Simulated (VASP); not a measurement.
# Ta3Ru (Fm-3m) in VASP: vibrations by perturbation theory with LDA

Aim: the vibrations by perturbation theory of Ta3Ru with LDA.

All numbers are computed with VASP 6.6.1; they aren't measurements. Logs are shortened: lines on timing, memory, paths and dates and some standing lists are left out, and cuts for length are marked.

## (1) The cell of the first run

Symmetry: Fm-3m, No. 225, cubic system. The conventional cell has a = 6.305 Å, b = 6.305 Å, c = 6.305 Å, α = 90.00°, β = 90.00°, γ = 90.00°. Within 3.6 Å of Ta (site symmetry -43m) lie 10 Ta at 2.73 to 3.15 Å and 4 Ru at 2.73 Å. Within 3.6 Å of Ta (site symmetry m-3m) lie 8 Ta at 2.73 Å and 6 Ru at 3.15 Å. Within 3.6 Å of Ru (site symmetry m-3m) lie 14 Ta at 2.73 to 3.15 Å.

## (2) Vibrations by perturbation theory, LDA (15.66 Å³/atom)

The input, INCAR:

```
PREC = Accurate
ENCUT = 520
EDIFF = 1E-8
ISMEAR = -1
SIGMA = 0.15
LREAL = False
LASPH = True
NELM = 80
ALGO = Normal
ISIF = 2
LWAVE = False
LCHARG = True
NBANDS = 32
IBRION = 8
NSW = 1
```

The input, KPOINTS:

```
regular mesh
0
Gamma
  12 12 12
```

The input, POSCAR:

```
Ta3Ru
1.0
    0.0000000000      3.1522698522      3.1522698522
    3.1522698522      0.0000000000      3.1522698522
    3.1522698522      3.1522698522      0.0000000000
Ta Ru
3 1
Direct
    0.2500000000      0.2500000000      0.2500000000
    0.7500000000      0.7500000000      0.7500000000
    0.5000000000      0.5000000000      0.5000000000
    0.0000000000      0.0000000000      0.0000000000
```

Potentials or basis: VASP PAW LDA potentials, release 64 (Ta_pv, Ru_pv).

Launch:

```console
$ cat potpaw_LDA.64/Ta_pv/POTCAR potpaw_LDA.64/Ru_pv/POTCAR > POTCAR
$ mpirun -np 1 vasp_std > vasp.out
```

OUTCAR:

```text
PREC = Accurate
   ENCUT = 520
   EDIFF = 1E-8
   ISMEAR = -1
   LREAL = False
   LASPH = True
   NELM = 80
   ISIF = 2
   IBRION = 8
   NSW = 1

 ion  position               nearest neighbor table
   1  0.250  0.250  0.250-   4 2.73   4 2.73   4 2.73   3 2.73   4 2.73   3 2.73   3 2.73   3 2.73
                             2 3.15   2 3.15   2 3.15   2 3.15   2 3.15   2 3.15
   2  0.750  0.750  0.750-   3 2.73   3 2.73   3 2.73   3 2.73   4 2.73   4 2.73   4 2.73   4 2.73
                             1 3.15   1 3.15   1 3.15   1 3.15   1 3.15   1 3.15
   3  0.500  0.500  0.500-   1 2.73   1 2.73   1 2.73   1 2.73   2 2.73   2 2.73   2 2.73   2 2.73
                             4 3.15   4 3.15   4 3.15   4 3.15   4 3.15   4 3.15
   4  0.000  0.000  0.000-   2 2.73   2 2.73   2 2.73   1 2.73   2 2.73   1 2.73   1 2.73   1 2.73
                             3 3.15   3 3.15   3 3.15   3 3.15   3 3.15   3 3.15

  LATTYP: Found a face centered cubic cell.
 ALAT       =     6.3045397044

  Lattice vectors:

 A1 = (   0.0000000000,   3.1522698522,   3.1522698522)
 A2 = (   3.1522698522,   0.0000000000,   3.1522698522)
 A3 = (   3.1522698522,   3.1522698522,   0.0000000000)

Analysis of symmetry for initial positions (statically):
=====================================================================
 Subroutine PRICEL returns:
 Original cell was already a primitive cell.

 Routine SETGRP: Setting up the symmetry group for a
 face centered cubic supercell.

 Subroutine GETGRP returns: Found 48 space group operations
 (whereof 48 operations were pure point group operations)
 out of a pool of 48 trial point group operations.

The static configuration has the point symmetry O_h .

Analysis of symmetry for dynamics (positions and initial velocities):
=====================================================================
 Subroutine PRICEL returns:
 Original cell was already a primitive cell.

 Routine SETGRP: Setting up the symmetry group for a
 face centered cubic supercell.

 Subroutine GETGRP returns: Found 48 space group operations
 (whereof 48 operations were pure point group operations)
[... 1034 lines left out ...]
  ---------------------------------------------------
  free  energy   TOTEN  =       -50.1035193387 eV

  energy  without entropy=      -49.9359177247  energy(sigma->0) =      -50.01971853

[... ionic steps 2 to 12 ...]

--------------------------------------- Ionic step       13  -------------------------------------------

 Free energy of the ion-electron system (eV)
  ---------------------------------------------------
  ---------------------------------------------------
  free energy    TOTEN  =        -0.67905691 eV

  energy without entropy =       -0.67905689

------------------------ aborting loop because EDIFF is reached ----------------------------------------

 INTERNAL STRAIN TENSOR  FOR ION    4  DIRECTION 1   (eV/Angst):
 -----------------------------------------------------------------------------
     0.01628  0.00000 -0.00000
     0.00000 -0.01426  0.00000
    -0.00000  0.00000 -0.01426

 INTERNAL STRAIN TENSOR FOR ION    4 for displacements in x,y,z  (eV/Angst):
          X           Y           Z          XY          YZ          ZX
  --------------------------------------------------------------------------------
  x     0.00000     0.00000     0.00000     0.00000     0.00000     0.00000
  y     0.00000     0.00000     0.00000     0.00000     0.00000     0.00000
  z     0.00000     0.00000     0.00000     0.00000     0.00000     0.00000

 SECOND DERIVATIVES (NOT SYMMETRIZED)
 ------------------------------------
               1X          1Y          1Z          2X          2Y          2Z          3X          3Y          3Z          4X          4Y          4Z
  1X   -15.232543    0.000000    0.000000    4.047162    0.000000    0.000000    7.077793    0.000000    0.000000    4.107588    0.000000    0.000000
  1Y     0.000000  -15.232543    0.000000    0.000000    4.047162    0.000000    0.000000    7.077793    0.000000    0.000000    4.107588    0.000000
  1Z     0.000000    0.000000  -15.232543    0.000000    0.000000    4.047162    0.000000    0.000000    7.077793    0.000000    0.000000    4.107588
  2X     4.047162    0.000000    0.000000  -15.232543    0.000000    0.000000    7.077793    0.000000    0.000000    4.107588    0.000000    0.000000
  2Y     0.000000    4.047162    0.000000    0.000000  -15.232543    0.000000    0.000000    7.077793    0.000000    0.000000    4.107588    0.000000
  2Z     0.000000    0.000000    4.047162    0.000000    0.000000  -15.232543    0.000000    0.000000    7.077793    0.000000    0.000000    4.107588
  3X     7.070520    0.000000    0.000000    7.070520    0.000000    0.000000  -18.468626    0.000000    0.000000    4.327586    0.000000    0.000000
  3Y     0.000000    7.070520    0.000000    0.000000    7.070520    0.000000    0.000000  -18.468626    0.000000    0.000000    4.327586    0.000000
  3Z     0.000000    0.000000    7.070520    0.000000    0.000000    7.070520    0.000000    0.000000  -18.468626    0.000000    0.000000    4.327586
  4X     4.105968    0.000000    0.000000    4.105968    0.000000    0.000000    4.319134    0.000000    0.000000  -12.531069    0.000000    0.000000
  4Y     0.000000    4.105968    0.000000    0.000000    4.105968    0.000000    0.000000    4.319134    0.000000    0.000000  -12.531069    0.000000
  4Z     0.000000    0.000000    4.105968    0.000000    0.000000    4.105968    0.000000    0.000000    4.319134    0.000000    0.000000  -12.531069

 Eigenvectors and eigenvalues of the dynamical matrix
 ----------------------------------------------------

   1 f  =    6.001904 THz    37.711073 2PiTHz  200.201957 cm-1    24.821868 meV
             X         Y         Z           dx          dy          dz
      1.576135  1.576135  1.576135    -0.041317    0.128488    0.030141
      4.728405  4.728405  4.728405    -0.041317    0.128488    0.030141
      3.152270  3.152270  3.152270    -0.117907    0.366671    0.086013
      0.000000  0.000000  0.000000     0.268223   -0.834130   -0.195669
[... 71 lines left out ...]
  12 f/i=    0.001268 THz     0.007968 2PiTHz    0.042299 cm-1     0.005244 meV
             X         Y         Z           dx          dy          dz
      1.576135  1.576135  1.576135     0.023115    0.395714    0.351840
      4.728405  4.728405  4.728405     0.023115    0.395714    0.351840
      3.152270  3.152270  3.152270     0.023122    0.395832    0.351945
      0.000000  0.000000  0.000000     0.017285    0.295912    0.263104

--------------------------------------------------------------------------------------------------------

 ELASTIC MODULI CONTR FROM IONIC RELAXATION (kBar)
 Direction    XX          YY          ZZ          XY          YZ          ZX
 --------------------------------------------------------------------------------
 XX          -0.0000      0.0000      0.0000     -0.0000      0.0000      0.0000
 YY           0.0000     -0.0000     -0.0000      0.0000     -0.0000     -0.0000
 ZZ           0.0000     -0.0000     -0.0000      0.0000     -0.0000     -0.0000
 XY          -0.0000      0.0000      0.0000    -17.0183      0.0000      0.0000
 YZ           0.0000     -0.0000     -0.0000      0.0000    -17.0183     -0.0000
 ZX           0.0000     -0.0000     -0.0000      0.0000     -0.0000    -17.0183
 --------------------------------------------------------------------------------
```

stdout:

```text
POSCAR found type information on POSCAR TaRu
 POSCAR found :  2 types and       4 ions
 scaLAPACK will be used
 LDA part: xc-table for (Slater(with rela. corr.)+CA(PZ))
 , standard interpolation
 POSCAR, INCAR and KPOINTS ok, starting setup
 FFT: planning ... GRIDC
 FFT: planning ... GRID_SOFT
 FFT: planning ... GRID
 WAVECAR not read
 entering main loop
 Linear response reoptimize wavefunctions to high precision
 Linear response DOF=           3
 Linear response progress:
 first order change of Fermi-energy  -0.88478E-05
 force on displaced ion       1 direction 1 : -15.233   0.000   0.000
 Linear response progress:
 first order change of Fermi-energy   0.10045E-03
 force on displaced ion       3 direction 1 : -18.469   0.000   0.000
 Linear response progress:
 first order change of Fermi-energy  -0.25879E-03
 force on displaced ion       4 direction 1 : -12.531   0.000   0.000
 Linear response finished
```

Run time: 72 min. Hardware: 1 thread of Oxide Virtual Turin-like, shared host; peak memory 1 GiB.

What came out:

```yaml
Highest_phonon_frequency_at_Γ: 200 cm⁻¹
```

Phonon frequencies in cm⁻¹ (negative: imaginary):
```
              q point                                frequencies
(0.000, 0.000, 0.000)  0 0 0 170 170 170 195 195 195 200 200 200
```

Caveat: the cell stands under pressure or tension, which shifts response properties; spin-orbit coupling is left out, which moves the levels of the heavy elements.
